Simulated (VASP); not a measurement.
The system is HfO2.

```xyz
3
Lattice="0.0000 2.5488 2.5488 2.5488 0.0000 2.5488 2.5488 2.5488 0.0000" Properties=species:S:1:pos:R:3 pbc="T T T"
Hf    0.0000    0.0000    0.0000
O     1.2744    1.2744    1.2744
O     3.8232    3.8232    3.8232
```

| Property | Result |
| --- | --- |
| Program | VASP 6.6.1 |
| Task | relaxation of cell and atoms |
| Functional | LDA |
| Potentials or basis | VASP PAW LDA potentials, release 64 (Hf_pv, O) |
| Cutoff | 600 eV |
| k mesh | 8 × 8 × 8 |
| Occupations | fermi-dirac, width 0.02 eV |
| Spin | no spin polarisation |

At the start: pressure -17.5 GPa; volume 11.04 Å³/atom.

How do energy, volume and symmetry change on relaxing?

Over 7 steps the energy falls by 43.3 meV/atom and the volume is 10.29 Å³/atom (-6.8 %); space group Fm-3m (No. 225, to 0.05 Å).

Step by step:
```tsv
step	energy change (eV)	largest force (eV/Å)	pressure (GPa)	volume (Å³)
1	0.0000	0.0000	-17.45	33.12
2	0.2326	0.0000	40.03	27.68
3	-0.1297	0.0000	-0.62	30.94
4	-0.1299	0.0000	-0.09	30.88
5	-0.1298	0.0000	0.32	30.84
6	-0.1298	0.0000	-0.43	30.92
7	-0.1299	0.0000	0.00	30.88
```

Final structure:
```
Hf O
1.0
     0.00000    2.48997    2.48997
     2.48997    0.00000    2.48997
     2.48997    2.48997    0.00000
Hf O
1 2
Direct
  0.00000 0.00000 0.00000
  0.25000 0.25000 0.25000
  0.75000 0.75000 0.75000
```
